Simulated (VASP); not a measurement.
# PIr2 (Fm-3m) in VASP: further runs, part 2 of 2

VASP 6.6.1. The steps go on from the part before.

### Step 3. Electric field gradients, LDA (14.70 Å³/atom)

Input file INCAR:

```
PREC = Accurate
ENCUT = 520
EDIFF = 1E-8
ISMEAR = -1
SIGMA = 0.05
LREAL = F
LASPH = T
NELM = 60
ALGO = Normal
ISIF = 2
LWAVE = F
LCHARG = F
LEFG = T
NBANDS = 18
```

Input file KPOINTS:

```
regular mesh
0
Gamma
  11 11 11
```

Input file POSCAR:

```
PIr2
1.0
    0.0000000000      2.8039186501      2.8039186501
    2.8039186501      0.0000000000      2.8039186501
    2.8039186501      2.8039186501      0.0000000000
P Ir
1 2
Direct
    0.0000000000      0.0000000000      0.0000000000
    0.2500000000      0.2500000000      0.2500000000
    0.7500000000      0.7500000000      0.7500000000
```

Potentials or basis: VASP PAW LDA potentials, release 64 (P, Ir).

On the command line:

```console
cat potpaw_LDA.64/P/POTCAR potpaw_LDA.64/Ir/POTCAR > POTCAR
mpirun -np 1 vasp_std > vasp.out
```

OUTCAR:

```text
PREC = Accurate
   ENCUT = 520
   EDIFF = 1E-8
   ISMEAR = -1
   LREAL = F
   LASPH = T
   NELM = 60
   ISIF = 2

 ion  position               nearest neighbor table
   1  0.000  0.000  0.000-   3 2.43   3 2.43   3 2.43   2 2.43   3 2.43   2 2.43   2 2.43   2 2.43

   2  0.250  0.250  0.250-   1 2.43   1 2.43   1 2.43   1 2.43   3 2.80   3 2.80   3 2.80   3 2.80
                             3 2.80   3 2.80
   3  0.750  0.750  0.750-   1 2.43   1 2.43   1 2.43   1 2.43   2 2.80   2 2.80   2 2.80   2 2.80
                             2 2.80   2 2.80

  LATTYP: Found a face centered cubic cell.
 ALAT       =     5.6078373002

  Lattice vectors:

 A1 = (   0.0000000000,   2.8039186501,   2.8039186501)
 A2 = (   2.8039186501,   0.0000000000,   2.8039186501)
 A3 = (   2.8039186501,   2.8039186501,   0.0000000000)

Analysis of symmetry for initial positions (statically):
=====================================================================
 Subroutine PRICEL returns:
 Original cell was already a primitive cell.

 Routine SETGRP: Setting up the symmetry group for a
 face centered cubic supercell.

 Subroutine GETGRP returns: Found 48 space group operations
 (whereof 48 operations were pure point group operations)
 out of a pool of 48 trial point group operations.

The static configuration has the point symmetry O_h .

Analysis of symmetry for dynamics (positions and initial velocities):
=====================================================================
 Subroutine PRICEL returns:
 Original cell was already a primitive cell.

 Routine SETGRP: Setting up the symmetry group for a
 face centered cubic supercell.

 Subroutine GETGRP returns: Found 48 space group operations
 (whereof 48 operations were pure point group operations)
 out of a pool of 48 trial point group operations.

The dynamic configuration has the point symmetry O_h .

 Subroutine INISYM returns: Found 48 space group operations
 (whereof 48 operations are pure point group operations),
 and found     1 'primitive' translations

----------------------------------------------------------------------------------------

                                     Primitive cell

  volume of cell :      44.0886

  direct lattice vectors                    reciprocal lattice vectors
     0.000000000  2.803918650  2.803918650    -0.178321864  0.178321864  0.178321864
     2.803918650  0.000000000  2.803918650     0.178321864 -0.178321864  0.178321864
     2.803918650  2.803918650  0.000000000     0.178321864  0.178321864 -0.178321864

  length of vectors
     3.965339783  3.965339783  3.965339783     0.308862528  0.308862528  0.308862528

  position of ions in fractional coordinates (direct lattice)
     0.000000000  0.000000000  0.000000000
     0.250000000  0.250000000  0.250000000
     0.750000000  0.750000000  0.750000000

  ion indices of the primitive-cell ions
   primitive index   ion index
[... 83 lines left out ...]
   POTIM  = 0.5000    time-step for ionic-motion
   TEBEG  =    0.0;   TEEND  =   0.0 temperature during run
   PSTRESS=    0.0 pullay stress
   NELECT =      23.0000    total number of electrons
   NUPDOWN=      -1.0000    fix difference up-down
   EMIN   =  10.00;   EMAX   =-10.00  energy-range for DOS
   EFERMI =   0.00;   METHOD = LEGACY
   ISMEAR =    -1;   SIGMA  =   0.05  broadening in eV -4-tet -1-fermi 0-gaus
   EFERMI_NEDOS =   21; number of points for ismear=-14 and -15
   IALGO  =     38    algorithm
   IMIX   =      4    mixing-type and parameters
     AMIX     =   0.40;   BMIX     =  1.00
     AMIX_MAG =   1.60;   BMIX_MAG =  1.00
  volume/ion in A,a.u.               =      14.70        99.17
  Fermi-wavevector in a.u.,A,eV,Ry     =   1.317878  2.490429 23.630649  1.736804
  Thomas-Fermi vector in A             =   2.447888
   LORBIT       =      0    0 simple, 1 ext, 2 COOP (PROOUT), +10 PAW based schemes
   GGA     = CA    functional components
   LHFCALC =     F    Hartree Fock is set to
   AEXX    =    0.0000 exact exchange contribution
   IVDW    =     0    specifies the selected vdW correction
   LEPSILON=     F    determine dielectric tensor
   LRPA    =     F    only Hartree local field effects (RPA)
 non-spin polarized calculation
  energy-cutoff  :      520.00
  volume of cell :       44.09
 maximum number of plane-waves:      1243
 NGX is ok and might be reduce to    30
   NGX = 15   NGY = 15   NGZ = 15

 number of electron      22.9999999 magnetization

 Free energy of the ion-electron system (eV)
  ---------------------------------------------------
  ext. energy  EPLUGINS =         0.00000000
  ---------------------------------------------------
  free energy    TOTEN  =       -27.94743024 eV

  energy without entropy =      -27.94157030  energy(sigma->0) =      -27.94450027

 E-fermi :   9.3135     XC(G=0): -12.9209

 val. band max:        9.2962612388   @ k =   0.2727   0.0000   0.0000
 cond. band min:       9.3249068786   @ k =   0.3636   0.2727   0.0909
 fundamental gap:      0.0286456398
 Fermi energy:         9.3134614568

 k-point     1 :       0.0000    0.0000    0.0000
  band No.  band energies     occupation
      1      -4.8496      2.00000
      2       2.0209      2.00000
      3       2.0209      2.00000
      4       2.0209      2.00000
      5       3.6121      2.00000
      6       3.6121      2.00000
[... 481 lines left out ...]
      5       4.2462      2.00000
      6       4.7118      2.00000
[... 10 lines left out ...]
     17      15.9468      0.00000
     18      18.1384      0.00000

 [... further k-points ...]

------------------------ aborting loop because EDIFF is reached ----------------------------------------

  FORCE on cell =-STRESS in cart. coord.  units (eV):
  Direction    XX          YY          ZZ          XY          YZ          ZX
  --------------------------------------------------------------------------------------
  -------------------------------------------------------------------------------------
  Total       -3.7656108     -3.7656108     -3.7656108      0.0000000     -0.0000000      0.0000000
  in kB     -136.8421181   -136.8421181   -136.8421181      0.0000000     -0.0000000      0.0000000
  external PRESSURE =    -136.8421181 kB  Pullay stress =       0.0000000 kB

 VOLUME and BASIS-vectors are now :
 -----------------------------------------------------------------------------
  energy-cutoff  :      520.00
  volume of cell :       44.09
      direct lattice vectors                 reciprocal lattice vectors
     0.000000000  2.803918650  2.803918650    -0.178321864  0.178321864  0.178321864
     2.803918650  0.000000000  2.803918650     0.178321864 -0.178321864  0.178321864
     2.803918650  2.803918650  0.000000000     0.178321864  0.178321864 -0.178321864

 POSITION                                       TOTAL-FORCE (eV/Angst)
 -----------------------------------------------------------------------------------
      0.00000      0.00000      0.00000         0.000000     -0.000000      0.000000
      1.40196      1.40196      1.40196        -0.000000     -0.000000     -0.000000
      4.20588      4.20588      4.20588         0.000000      0.000000      0.000000
 -----------------------------------------------------------------------------------
    total drift:                               -0.000000      0.000000      0.000000

  FREE ENERGIE OF THE ION-ELECTRON SYSTEM (eV)
  ---------------------------------------------------
  free  energy   TOTEN  =       -27.9474302384 eV

  energy  without entropy=      -27.9415703036  energy(sigma->0) =      -27.94450027

 Electric field gradients (V/A^2)
---------------------------------------------------------------------
 ion       V_xx      V_yy      V_zz      V_xy      V_xz      V_yz
---------------------------------------------------------------------
   1      -0.000     0.000     0.000    -0.000    -0.000    -0.000
   2      -0.000    -0.000     0.000    -0.000    -0.000    -0.000
   3      -0.000     0.000     0.000    -0.000    -0.000    -0.000
---------------------------------------------------------------------

 Electric field gradients after diagonalization (V/A^2)
 (convention: |V_zz| > |V_xx| > |V_yy|)
----------------------------------------------------------------------
 ion       V_xx      V_yy      V_zz     asymmetry (V_yy - V_xx)/ V_zz
----------------------------------------------------------------------
   1       0.000     0.000    -0.000       0.000
   2       0.000     0.000    -0.000       0.000
   3       0.000     0.000    -0.000       0.000
----------------------------------------------------------------------

           NMR quadrupolar parameters

 Cq : quadrupolar parameter    Cq=e*Q*V_zz/h
 eta: asymmetry parameters     (V_yy - V_xx)/ V_zz
 Q  : nuclear electric quadrupole moment in mb (millibarn)
----------------------------------------------------------------------
 ion       Cq(MHz)       eta       Q (mb)
----------------------------------------------------------------------
   1      -0.000       0.000       1.000
   2      -0.000       0.000       1.000
   3      -0.000       0.000       1.000
----------------------------------------------------------------------
```

stdout:

```text
POSCAR found type information on POSCAR P Ir
 POSCAR found :  2 types and       3 ions
 scaLAPACK will be used
 LDA part: xc-table for (Slater(with rela. corr.)+CA(PZ))
 , standard interpolation
 POSCAR, INCAR and KPOINTS ok, starting setup
 FFT: planning ... GRIDC
 FFT: planning ... GRID_SOFT
 FFT: planning ... GRID
 WAVECAR not read
 entering main loop
ion   1

ion   2

ion   3
```

Run time: 79 s. Hardware: 1 thread of AMD EPYC 7R13, shared host; peak memory 0.15 GiB.

Results:

```
Free energy                             : -27.9474 eV
Pressure                                : -13.7 GPa
Band gap on the k mesh                  : zero (an odd number of electrons rules out a gap without spin polarisation)
Largest electric field gradient by atom : under 0.05 V/Å² on every atom
```

Caveat: the cell stands under tension; spin-orbit coupling is left out, which moves the levels of the heavy elements.

### Step 4. Single point, LDA

This run uses another cell than the first one, of 14.13 Å³/atom.

Input file POSCAR:

```
PIr2
1.0
    0.0000000000      2.7675000000      2.7675000000
    2.7675000000      0.0000000000      2.7675000000
    2.7675000000      2.7675000000      0.0000000000
P Ir
1 2
Direct
    0.0000000000      0.0000000000      0.0000000000
    0.2500000000      0.2500000000      0.2500000000
    0.7500000000      0.7500000000      0.7500000000
```

Input file INCAR.step1:

```
ALGO = Normal
EDIFF = 1E-6
ENCUT = 520
GGA = CA
ISIF = 2
ISMEAR = -1
LASPH = True
LCHARG = True
LMAXMIX = 4
LREAL = False
LWAVE = False
NBANDS = 18
NELM = 60
PREC = Accurate
SIGMA = 0.05
```

Input file KPOINTS.step1:

```
k-points
0
Gamma
  11 11 11
```

Input file INCAR.step2:

```
ALGO = Normal
EDIFF = 1E-6
ENCUT = 520
GGA = CA
ICHARG = 11
ISIF = 2
ISMEAR = -5
LASPH = True
LCHARG = False
LMAXMIX = 4
LORBIT = 10
LREAL = False
LWAVE = False
NBANDS = 18
NEDOS = 2001
NELM = 60
PREC = Accurate
SIGMA = 0.05
```

Input file KPOINTS.step2:

```
k-points
0
Gamma
  17 17 17
```

Potentials or basis: VASP PAW LDA potentials, release 64 (P, Ir).

On the command line:

```console
cat potpaw_LDA.64/P/POTCAR potpaw_LDA.64/Ir/POTCAR > POTCAR
cp INCAR.step1 INCAR
cp KPOINTS.step1 KPOINTS
mpirun -np 1 vasp_std > vasp.out
cp INCAR.step2 INCAR
cp KPOINTS.step2 KPOINTS
mpirun -np 1 vasp_std > vasp.out
```

OUTCAR:

```text
EDIFF = 1E-6
   ENCUT = 520
   GGA = CA
   ICHARG = 11
   ISIF = 2
   ISMEAR = -5
   LASPH = True
   LORBIT = 10
   LREAL = False
   NELM = 60
   PREC = Accurate

 ion  position               nearest neighbor table
   1  0.000  0.000  0.000-   3 2.40   3 2.40   3 2.40   2 2.40   3 2.40   2 2.40   2 2.40   2 2.40

   2  0.250  0.250  0.250-   1 2.40   1 2.40   1 2.40   1 2.40   3 2.77   3 2.77   3 2.77   3 2.77
                             3 2.77   3 2.77
   3  0.750  0.750  0.750-   1 2.40   1 2.40   1 2.40   1 2.40   2 2.77   2 2.77   2 2.77   2 2.77
                             2 2.77   2 2.77

[... 706 lines left out ...]
  Total       -0.8162620     -0.8162620     -0.8162620      0.0000000      0.0000000      0.0000000
  in kB      -30.8494386    -30.8494386    -30.8494386      0.0000000      0.0000000      0.0000000
  external PRESSURE =     -30.8494386 kB  Pullay stress =       0.0000000 kB

 VOLUME and BASIS-vectors are now :
 -----------------------------------------------------------------------------
  energy-cutoff  :      520.00
  volume of cell :       42.39
      direct lattice vectors                 reciprocal lattice vectors
     0.000000000  2.767500000  2.767500000    -0.180668473  0.180668473  0.180668473
     2.767500000  0.000000000  2.767500000     0.180668473 -0.180668473  0.180668473
     2.767500000  2.767500000  0.000000000     0.180668473  0.180668473 -0.180668473

 POSITION                                       TOTAL-FORCE (eV/Angst)
 -----------------------------------------------------------------------------------
      0.00000      0.00000      0.00000         0.000000     -0.000000      0.000000
      1.38375      1.38375      1.38375        -0.000000     -0.000000      0.000000
      4.15125      4.15125      4.15125         0.000000      0.000000     -0.000000
 -----------------------------------------------------------------------------------
    total drift:                               -0.000000      0.000000      0.000000

  FREE ENERGIE OF THE ION-ELECTRON SYSTEM (eV)
  ---------------------------------------------------
  free  energy   TOTEN  =       -28.0316383477 eV

  energy  without entropy=      -28.0316383477  energy(sigma->0) =      -28.03163835

 total charge

# of ion       s       p       d       tot
------------------------------------------
    1        0.955   1.406   0.000   2.361
    2        0.634   0.700   7.306   8.640
    3        0.634   0.700   7.306   8.640
--------------------------------------------------
tot          2.223   2.806  14.612  19.641
```

OUTCAR.step1:

```text
EDIFF = 1E-6
   ENCUT = 520
   GGA = CA
   ISIF = 2
[... 733 lines left out ...]
      0.00000      0.00000      0.00000        -0.000000      0.000000      0.000000
      1.38375      1.38375      1.38375         0.000000      0.000000      0.000000
      4.15125      4.15125      4.15125        -0.000000     -0.000000     -0.000000
 -----------------------------------------------------------------------------------
    total drift:                               -0.000000      0.000000      0.000000

  FREE ENERGIE OF THE ION-ELECTRON SYSTEM (eV)
  ---------------------------------------------------
  free  energy   TOTEN  =       -28.0368734029 eV

  energy  without entropy=      -28.0311837669  energy(sigma->0) =      -28.03402858
```

OSZICAR.step1:

```text
N       E                     dE             d eps       ncg     rms          rms(c)
DAV:   1     0.189721391783E+03    0.18972E+03   -0.10196E+04  2016   0.119E+03
DAV:   2    -0.188417024779E+02   -0.20856E+03   -0.19696E+03  2020   0.343E+02
DAV:   3    -0.289627649036E+02   -0.10121E+02   -0.99205E+01  2662   0.804E+01
DAV:   4    -0.291595980666E+02   -0.19683E+00   -0.19602E+00  2492   0.111E+01
DAV:   5    -0.291640080553E+02   -0.44100E-02   -0.44087E-02  2526   0.160E+00    0.251E+01
DAV:   6    -0.281729009119E+02    0.99111E+00   -0.25450E+00  2776   0.186E+01    0.974E+00
DAV:   7    -0.280680820450E+02    0.10482E+00   -0.10135E-01  2280   0.266E+00    0.492E+00
DAV:   8    -0.280376555018E+02    0.30427E-01   -0.38335E-02  2232   0.110E+00    0.726E-01
DAV:   9    -0.280369878778E+02    0.66762E-03   -0.28079E-03  2286   0.418E-01    0.402E-01
DAV:  10    -0.280368916326E+02    0.96245E-04   -0.51377E-04  2498   0.235E-01    0.839E-02
DAV:  11    -0.280368757411E+02    0.15891E-04   -0.30506E-05  2534   0.536E-02    0.259E-02
DAV:  12    -0.280368734622E+02    0.22789E-05   -0.41906E-06  2428   0.120E-02    0.399E-03
DAV:  13    -0.280368734029E+02    0.59300E-07   -0.49006E-07  1084   0.543E-03
   1 F= -.28036873E+02 E0= -.28034029E+02  d E =-.568964E-02
```

Run time: 3.1 min. Hardware: 1 thread of AMD EPYC 7R13, shared host; peak memory 0.21 GiB.

What came out:

| Item | Value |
| --- | --- |
| Valence electrons inside the program's atomic spheres | P 2.36; Ir 8.64 |

Levels at points of the mesh, in eV from the Fermi level:
```
           k point  band 10  band 11  band 12  band 13  band 14  band 15
(0.00, 0.00, 0.00)     0.42     1.62     1.62     4.43     4.43     4.43
```

Caveat: spin-orbit coupling is left out, which moves the levels of the heavy elements.

The gap in the log of VASP goes by the Fermi energy; the results here count the filled bands.